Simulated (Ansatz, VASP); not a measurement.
One calculation of Sn5Ge12, two programs

INCAR

```
ALGO = Normal
EDIFF = 1E-7
ENCUT = 520
GGA = PE
ISIF = 2
ISMEAR = -1
LASPH = True
LCHARG = False
LREAL = Auto
LWAVE = False
NBANDS = 133
NELM = 80
PREC = Accurate
SIGMA = 0.2585
```

KPOINTS

```
k-points
0
Gamma
  3 3 3
```

The input POSCAR:

```
Sn5Ge12
1.0
    7.0815660000     -0.0735080000      0.0306640000
   -0.0735080000      7.7150240000     -0.3469720000
    0.0306640000     -0.3469720000      7.5368430000
Sn Ge
5 12
Direct
    0.2722307319      0.8054796980      0.2570482365
    0.9016386632      0.3803235364      0.1638711995
    0.6569521618      0.6535071652      0.8231339531
    0.5460451600      0.4980456098      0.1726978944
    0.8476358333      0.2301815970      0.6792291559
    0.3661471420      0.2203175477      0.0218553093
    0.3285278664      0.8961954508      0.9505032629
    0.5003928955      0.0876114336      0.5977086629
    0.1768916137      0.1677057369      0.2743941078
    0.7243804790      0.7089960305      0.4798278883
    0.1870772221      0.2553034747      0.6258205212
    0.8802239819      0.0331510820      0.3198612208
    0.1610377107      0.5418343794      0.8605303334
    0.9756503273      0.7622426935      0.0581410887
    0.0387225141      0.9570417333      0.7278815942
    0.6873126954      0.9359466014      0.0608695377
    0.3745073625      0.5604225507      0.5658867439
```

Input for Ansatz:

```yaml
crystal:
  lattice:
    - [7.081566, -0.073508, 0.030664]
    - [-0.073508, 7.715024, -0.346972]
    - [0.030664, -0.346972, 7.536843]
  atoms:
    - { symbol: Sn, position: [0.2722307319, 0.805479698, 0.2570482365] }
    - { symbol: Sn, position: [0.9016386632, 0.3803235364, 0.1638711995] }
    - { symbol: Sn, position: [0.6569521618, 0.6535071652, 0.8231339531] }
    - { symbol: Sn, position: [0.54604516, 0.4980456098, 0.1726978944] }
    - { symbol: Sn, position: [0.8476358333, 0.230181597, 0.6792291559] }
    - { symbol: Ge, position: [0.366147142, 0.2203175477, 0.0218553093] }
    - { symbol: Ge, position: [0.3285278664, 0.8961954508, 0.9505032629] }
    - { symbol: Ge, position: [0.5003928955, 0.0876114336, 0.5977086629] }
    - { symbol: Ge, position: [0.1768916137, 0.1677057369, 0.2743941078] }
    - { symbol: Ge, position: [0.724380479, 0.7089960305, 0.4798278883] }
    - { symbol: Ge, position: [0.1870772221, 0.2553034747, 0.6258205212] }
    - { symbol: Ge, position: [0.8802239819, 0.033151082, 0.3198612208] }
    - { symbol: Ge, position: [0.1610377107, 0.5418343794, 0.8605303334] }
    - { symbol: Ge, position: [0.9756503273, 0.7622426935, 0.0581410887] }
    - { symbol: Ge, position: [0.0387225141, 0.9570417333, 0.7278815942] }
    - { symbol: Ge, position: [0.6873126954, 0.9359466014, 0.0608695377] }
    - { symbol: Ge, position: [0.3745073625, 0.5604225507, 0.5658867439] }
basis:
  ecutwfc: 420
kpoints:
  mp_grid: { grid: [3, 3, 3] }
hamiltonian:
  xc: pbe
scf:
  occupations: { method: fermi_dirac, width: 0.2585 }
output:
  forces: true
  stress: true
  eigenvalues: true
  populations: true
```

Alike in both runs: task single point; functional PBE; k mesh 3 × 3 × 3; occupations fermi-dirac, width 0.2585 eV; no spin polarisation.

|  | VASP | Ansatz |
| --- | --- | --- |
| version | VASP 6.6.1 | Ansatz 0.2.0 |
| potentials or method | VASP PAW PBE potentials, release 64 (Sn_d, Ge_d), cutoff 520 eV | scalar-relativistic, plane waves, PAW |
| valence electrons in the cell | 238 | 238 |

|  | VASP | Ansatz | Ansatz less VASP |
| --- | --- | --- | --- |
| gap on the k mesh at the Fermi level (eV) | none | none | - |
| rms of the force components (eV/Å) | 1.086 | 1.085 | -0.0005 |

Atom by atom the forces differ by 0.003 eV/Å (rms over components). A gap of «none» marks a metal or a gap that the smearing closes. With one functional, cell and mesh, what is left measures potentials, basis and numerics.
